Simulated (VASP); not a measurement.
# LiH3O2 (P6/mmm) in VASP: further runs, part 2 of 2

VASP 6.6.1.

### Step 4. Relaxation of cell and atoms, r2SCAN

This run uses another cell than the first one, of 7.31 Å³/atom.

Input file POSCAR:

```
LiH3O2
1.0
    4.3257730113      0.0000000000      0.0000000000
   -2.1628865057      3.7462293187      0.0000000000
    0.0000000000      0.0000000000      2.7068330407
Li H O
1 3 2
Direct
    0.0000000000      0.0000000000      0.0000000000
    0.5000000000      0.0000000000      0.5000000000
    0.5000000000      0.5000000000      0.5000000000
    0.0000000000      0.5000000000      0.5000000000
    0.3333333333      0.6666666667      0.0000000000
    0.6666666667      0.3333333333      0.0000000000
```

Input file INCAR.step1:

```
SYSTEM = LiH3O2
PREC     = Accurate       ! precision mode
ENCUT    = 600            ! plane-wave cutoff, eV
ISMEAR   = 0              ! smearing method
SIGMA    = 0.1            ! smearing width, eV
LREAL    = .False.        ! projectors in reciprocal space
LASPH    = .True.         ! aspherical terms in the spheres
NELM     = 60             ! most SCF steps
GGA      = PE             ! functional
ALGO     = Normal         ! electronic algorithm
EDIFF    = 1E-4           ! SCF threshold, eV
LWAVE    = .True.         ! write WAVECAR
LCHARG   = .False.        ! write CHGCAR
```

Input file INCAR.step2:

```
SYSTEM = LiH3O2
PREC     = Accurate       ! precision mode
ENCUT    = 600            ! plane-wave cutoff, eV
EDIFF    = 1E-6           ! SCF threshold, eV
ISMEAR   = 0              ! smearing method
SIGMA    = 0.1            ! smearing width, eV
LREAL    = .False.        ! projectors in reciprocal space
LASPH    = .True.         ! aspherical terms in the spheres
NELM     = 60             ! most SCF steps
ALGO     = Normal         ! electronic algorithm
ISIF     = 3              ! what is computed and relaxed
LWAVE    = .False.        ! write WAVECAR
LCHARG   = .False.        ! write CHGCAR
METAGGA  = R2SCAN         ! meta-GGA
LMIXTAU  = .True.       
IBRION   = 2              ! ionic algorithm
NSW      = 90             ! ionic steps
EDIFFG   = -0.04          ! ionic threshold
ISTART   = 1
```

Input file KPOINTS:

```
Automatic mesh
0
Gamma
  6 6 6
  0 0 0
```

Potentials or basis: VASP PAW PBE potentials, release 64 (Li_sv, H, O).

Command:

```
> cat potpaw_PBE.64/Li_sv/POTCAR potpaw_PBE.64/H/POTCAR potpaw_PBE.64/O/POTCAR > POTCAR
> cp INCAR.step1 INCAR
> mpirun -np 1 vasp_std > vasp.out
> cp INCAR.step2 INCAR
> mpirun -np 1 vasp_std > vasp.out
```

OUTCAR:

```text
SYSTEM = LiH3O2
   PREC = Accurate
   ENCUT = 600
   EDIFF = 1E-6
   ISMEAR = 0
   LREAL = .False.
   LASPH = .True.
   NELM = 60
   ISIF = 3
   METAGGA = R2SCAN
   IBRION = 2
   NSW = 90
   EDIFFG = -0.04
   ISTART = 1

 ion  position               nearest neighbor table
   1  0.000  0.000  0.000-
   2  0.500  0.000  0.500-
   3  0.500  0.500  0.500-
   4  0.000  0.500  0.500-
   5  0.333  0.667  0.000-
   6  0.667  0.333  0.000-

  LATTYP: Found a hexagonal cell.
 ALAT       =     4.3257730113
 C/A-ratio  =     0.6257455104

  Lattice vectors:

 A1 = (   4.3257730113,   0.0000000000,   0.0000000000)
 A2 = (  -2.1628865057,   3.7462293187,   0.0000000000)
 A3 = (   0.0000000000,   0.0000000000,   2.7068330407)

Analysis of symmetry for initial positions (statically):
=====================================================================
 Subroutine PRICEL returns:
 Original cell was already a primitive cell.

 Routine SETGRP: Setting up the symmetry group for a
 hexagonal supercell.

 Subroutine GETGRP returns: Found 24 space group operations
 (whereof 24 operations were pure point group operations)
 out of a pool of 24 trial point group operations.
[... 180 lines left out ...]
  -------------------------------------------------------------------------------------
  Total       -3.2730646     -3.2730646     -9.1482494      0.0000000     -0.0000000      0.0000000
  in kB     -119.5489048   -119.5489048   -334.1404274      0.0000000     -0.0000000      0.0000000
  external PRESSURE =    -191.0794124 kB  Pullay stress =       0.0000000 kB
[... 27 lines left out ...]
--------------------------------------- Ionic step        2  -------------------------------------------

 number of electron      18.0000002 magnetization

 E-fermi :   2.2089     XC(G=0): -10.6979

 val. band max:        2.1829535537   @ k =   0.3333   0.3333   0.3333
 cond. band min:       2.2207328098   @ k =   0.1667   0.0000   0.0000
 fundamental gap:      0.0377792561
 Fermi energy:         2.2089338181

 k-point     1 :       0.0000    0.0000    0.0000
  band No.  band energies     occupation
      1     -45.9828      2.00000
      2     -18.1451      2.00000
      3     -15.4610      2.00000
      4      -4.2547      2.00000
      5      -4.2547      2.00000
      6       0.0025      2.00000
      7       0.0025      2.00000
      8       1.2096      2.00000
      9       1.5226      2.00000
     10       2.2862      0.27456
     11       9.2053      0.00000
     12       9.2053      0.00000
     13      10.2962      0.00000
[... 487 lines left out ...]
--------------------------------------- Ionic step        5  -------------------------------------------

 number of electron      17.9999996 magnetization

 Free energy of the ion-electron system (eV)
  ---------------------------------------------------
  ext. energy  EPLUGINS =         0.00000000
  ---------------------------------------------------
  free energy    TOTEN  =       -22.76637068 eV

  energy without entropy =      -22.76236423  energy(sigma->0) =      -22.76436745

 E-fermi :   3.5736     XC(G=0): -11.3079

 val. band max:        3.5663884072   @ k =   0.3333   0.0000   0.0000
 cond. band min:       3.6181111246   @ k =   0.1667   0.1667   0.0000
 fundamental gap:      0.0517227174
 Fermi energy:         3.5736401981

 k-point     1 :       0.0000    0.0000    0.0000
  band No.  band energies     occupation
      1     -45.1449      2.00000
      2     -18.1344      2.00000
      3     -14.8296      2.00000
      4      -4.1754      2.00000
      5      -4.1754      2.00000
      6       0.5758      2.00000
      7       0.5758      2.00000
      8       2.6813      2.00000
      9       3.5417      1.34808
     10       3.8118      0.00076
     11      11.5914      0.00000
     12      11.6242      0.00000
     13      11.6242      0.00000
[... 401 lines left out ...]
  FREE ENERGIE OF THE ION-ELECTRON SYSTEM (eV)
  ---------------------------------------------------
  free  energy   TOTEN  =       -22.7663706802 eV

  energy  without entropy=      -22.7623642252  energy(sigma->0) =      -22.76436745

 reached required accuracy - stopping structural energy minimisation
```

OUTCAR.step1:

```text
SYSTEM = LiH3O2
   PREC = Accurate
   ENCUT = 600
   ISMEAR = 0
   LREAL = .False.
   LASPH = .True.
[... 622 lines left out ...]
     -1.08144      1.87311      1.35342        -0.000000      0.000000      0.000000
     -0.00000      2.49749      0.00000        -0.000000      0.000000      0.000000
      2.16289      1.24874      0.00000         0.000000      0.000000      0.000000
 -----------------------------------------------------------------------------------
    total drift:                               -0.000000      0.000000      0.000000

  FREE ENERGIE OF THE ION-ELECTRON SYSTEM (eV)
  ---------------------------------------------------
  free  energy   TOTEN  =       -19.5859380532 eV

  energy  without entropy=      -19.5758059249  energy(sigma->0) =      -19.58087199
```

Run time: 5.7 min. Hardware: 1 thread of Intel Xeon 8259CL, shared host; peak memory 0.19 GiB.

What came out:

- Free energy: -22.7664 eV
- Relaxed volume: 5.64 Å³/atom
- Relaxed cell: a = 4.085 Å, b = 4.085 Å, c = 2.342 Å, α = 90.00°, β = 90.00°, γ = 120.00°
- Space group after relaxing (to 0.1 Å): P6/mmm (No. 191)
- Energy gained by relaxing: 157.8 meV/atom
- Ionic steps: 5
- Pressure after relaxing: -0.2 GPa
- Band gap on the k mesh: zero (bands 9 and 10 overlap by 0.42 eV)

The path:
| step | energy change (eV) | largest force (eV/Å) | pressure (GPa) | volume (Å³) |
| --- | --- | --- | --- | --- |
| 1 | 0.0000 | 0.0000 | -19.11 | 43.87 |
| 2 | -0.6890 | 0.0000 | -13.04 | 38.53 |
| 3 | -0.9399 | 0.0000 | -2.01 | 34.42 |
| 4 | -0.9403 | 0.0000 | -1.12 | 34.18 |
| 5 | -0.9467 | 0.0000 | -0.24 | 33.85 |

Final structure:
```
CELL_PARAMETERS angstrom
4.08497 0.00000 0.00000
-2.04249 3.53769 0.00000
0.00000 0.00000 2.34214
ATOMIC_POSITIONS crystal
Li 0.00000 0.00000 0.00000
H 0.50000 0.00000 0.50000
H 0.50000 0.50000 0.50000
H 0.00000 0.50000 0.50000
O 0.33333 0.66667 0.00000
O 0.66667 0.33333 0.00000
```

Caveat: the k points lie up to 0.45 Å⁻¹ apart in the final cell; the cutoff is under 1.25 times the usual one of these potentials, so pressure, stress and relaxed cells hold a basis-set (Pulay) error; the volume moved by over 15 % at a fixed basis, so the end points are rough; the PAW data sets were made with another functional, which shifts forces and pressure a little.

### Step 5. Summary

```csv
task,cell,k mesh,cutoff (eV),gap on the mesh (eV)
single point,"a = 4.087, b = 4.087, c = 2.346 Å, angles 90.0, 90.0, 120.0°, 6 atoms",6 × 6 × 6,520,none
single point,"a = 4.091, b = 4.091, c = 2.356 Å, angles 90.0, 90.0, 120.0°, 6 atoms",12 × 12 × 16,520,none
relaxation of cell and atoms,"relaxed from a = 4.326, b = 4.326, c = 2.707 Å, angles 90.0, 90.0, 120.0°, 6 atoms",6 × 6 × 6,600,none
```

Alike in all rows: level r2SCAN; potentials or basis VASP PAW PBE potentials, release 64 (Li_sv, H, O); no spin polarisation; smearing gaussian 0.1 eV.

Caveats: some runs use coarse meshes; the cutoff is under 1.25 times the usual one of these potentials, so pressure, stress and relaxed cells hold a basis-set (Pulay) error; the PAW data sets were made with another functional, which shifts forces and pressure a little; the volume moved by over 15 % at a fixed basis, so the end points are rough (at least some runs).

Total energies depend on the potentials used, so only differences within one code and one set of settings carry meaning.
